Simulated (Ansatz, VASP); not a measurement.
TiAl in VASP and in Ansatz

```
Ti Al
1.0
     2.91394   -0.10509   -0.09932
    -1.54798    2.47100   -0.09933
    -0.16205   -0.28068    4.85286
Ti Al
1 1
Cartesian
  0.1348 -0.0778 0.0000
  -0.2765 1.5498 2.3271
```

Alike in both runs: task single point; functional PBEsol; k mesh 16 × 16 × 8; occupations gaussian, width 0.1 eV; no spin polarisation.

```csv
,VASP,Ansatz
version,VASP 6.6.1,Ansatz 0.2.0
potentials or method,"VASP PAW PBE potentials, release 64 (Ti_sv, Al), cutoff 520 eV","scalar-relativistic, plane waves, PAW"
valence electrons in the cell,15,15
```

Ansatz gave:

| Property | Result |
| --- | --- |
| gap on the k mesh at the Fermi level (eV) | none |
| pressure (GPa) | -5.0 |
| traceless stress, the component that is largest in VASP (GPa) | -3.82 |
| rms of the force components (eV/Å) | 0.166 |

Question: Estimate VASP's values.

Answer: gap on the k mesh at the Fermi level (eV): none; pressure (GPa): -5.0; traceless stress, the component that is largest in VASP (GPa): -3.77; rms of the force components (eV/Å): 0.166.

VASP's potentials were made for PBE, not for PBEsol. Atom by atom the forces differ by 0.000 eV/Å (rms over components). A gap of «none» marks a metal or a gap that the smearing closes. The functional is the same, so the differences come from potentials, cutoffs and numerics. Ansatz's warnings: structure snapped to symmetry.
